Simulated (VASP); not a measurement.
Runs of VASP 6.6.1 on SnO2 (fluorite type). The structure is that of space group Fm-3m (No. 225), or close to it. The cells are those of the table. 

```tsv
level	cell	k mesh	smearing	gap on the mesh (eV)	pressure (GPa)
PBE	a = 3.587 Å, angles 60.0°, 3 atoms	19 × 19 × 19	fermi-dirac 0.0612256 eV	0.26	9.2
r2SCAN	a = 3.612 Å, angles 60.0°, 3 atoms	12 × 12 × 12	fermi-dirac 0.1 eV	0.60	-4.0
PBE	a = 3.708 Å, angles 60.0°, 3 atoms	37 × 37 × 37	fermi-dirac 0.0612256 eV	none	-8.9
r2SCAN	a = 3.684 Å, angles 60.0°, 3 atoms	12 × 12 × 12	fermi-dirac 0.1 eV	0.01	(a)
r2SCAN	a = 3.537 Å, angles 60.0°, 3 atoms	12 × 12 × 12	fermi-dirac 0.1 eV	(c)	11.3
r2SCAN	a = 3.575 Å, angles 60.0°, 3 atoms	12 × 12 × 12	fermi-dirac 0.1 eV	0.93	3.0
r2SCAN	a = 3.649 Å, angles 60.0°, 3 atoms	12 × 12 × 12	fermi-dirac 0.1 eV	0.30	-9.7
PBE	a = 3.562 Å, angles 60.0°, 3 atoms	19 × 19 × 19	fermi-dirac 0.0612256 eV	(b)	14.3
```

Alike in all rows: task single point; potentials or basis VASP PAW PBE potentials, release 64 (Sn_d, O); no spin polarisation; cutoff (eV) 520.

Question: Fill in the values left out.

Answer: (a) -14.6; (b) 0.47; (c) 1.28.

Caveats: spin-orbit coupling is left out, which moves the levels of the heavy elements; semilocal functionals underestimate gaps, and a narrow one can read as zero (at least some runs); the PAW data sets were made with another functional, which shifts forces and pressure a little (at least some runs); the cell stands under tension (at least some runs); the cell stands under pressure (at least some runs); an odd mesh through Γ misses points on the zone boundary, where band edges can lie (at least some runs); the smearing spreads over this small gap (at least some runs).

A k mesh can miss the band edges, and the runs leave out spin-orbit coupling on Sn.

A gap of «none» marks levels without a gap at the run's occupations.
